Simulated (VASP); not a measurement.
**Au: relaxation of cell and atoms with PBEsol**

Crystal: Au.

```
Au
1.0
     2.88375    0.00000    0.00000
    -1.44187    2.49740    0.00000
     0.00000    0.00000    4.70916
Au
2
Direct
  0.33333 0.66667 0.25000
  0.66667 0.33333 0.75000
```

```yaml
Program: VASP 6.6.1
Task: relaxation of cell and atoms
Functional: PBEsol
Potentials_or_basis: VASP PAW PBE potentials, release 64 (Au)
Cutoff: 600 eV
k_mesh: 13 × 13 × 7
Occupations: fermi-dirac, width 0.1 eV
Spin: no spin polarisation
Dipole_correction: no
Further_INCAR_settings: ALGO = Normal; EDIFF = 1e-06; IBRION = 2; EDIFFG = -0.01; NSW = 80; ISIF = 3
```

```
Relaxed volume                         : 17.00 Å³/atom
Relaxed cell                           : a = 2.864 Å, b = 2.864 Å, c = 4.788 Å, α = 90.00°, β = 90.00°, γ = 120.00°
Space group after relaxing (to 0.05 Å) : P6_3/mmc (No. 194)
Energy gained by relaxing              : 2.6 meV/atom
Ionic steps                            : 5
Pressure after relaxing                : -0.1 GPa
Band gap on the k mesh                 : zero (band 11 reaches 12.33 eV, above the bottom of band 12 at 6.81 eV)
```

Step by step:
```tsv
step	energy change (eV)	largest force (eV/Å)	pressure (GPa)	volume (Å³)
1	0.0000	0.0000	0.40	33.91
2	-0.0044	0.0000	-0.68	34.12
3	-0.0046	0.0000	-0.97	34.17
4	-0.0037	0.0000	1.41	33.74
5	-0.0052	0.0000	-0.06	34.00
```

Final structure:
```
Au
1.0
     2.86365    0.00000    0.00000
    -1.43182    2.47999    0.00000
     0.00000    0.00000    4.78771
Au
2
Direct
  0.33333 0.66667 0.25000
  0.66667 0.33333 0.75000
```

Levels at points of the mesh, in eV from the Fermi level:
| k point | band 7 | band 8 | band 9 | band 10 | band 11 | band 12 | band 13 | band 14 | band 15 |
| --- | --- | --- | --- | --- | --- | --- | --- | --- | --- |
| (0.00, 0.00, 0.00) | -4.16 | -3.48 | -3.48 | -2.08 | -2.08 | -1.10 | 2.83 | 14.63 | 15.87 |

Wall time 47 s on 1 thread of Intel(R) Xeon(R) 6975P-C (Granite Rapids), on a shared host, peak memory 0.2 GiB.

Caveat: the PAW data sets were made with another functional, which shifts forces and pressure a little; spin-orbit coupling is left out, which moves the levels of the heavy elements.
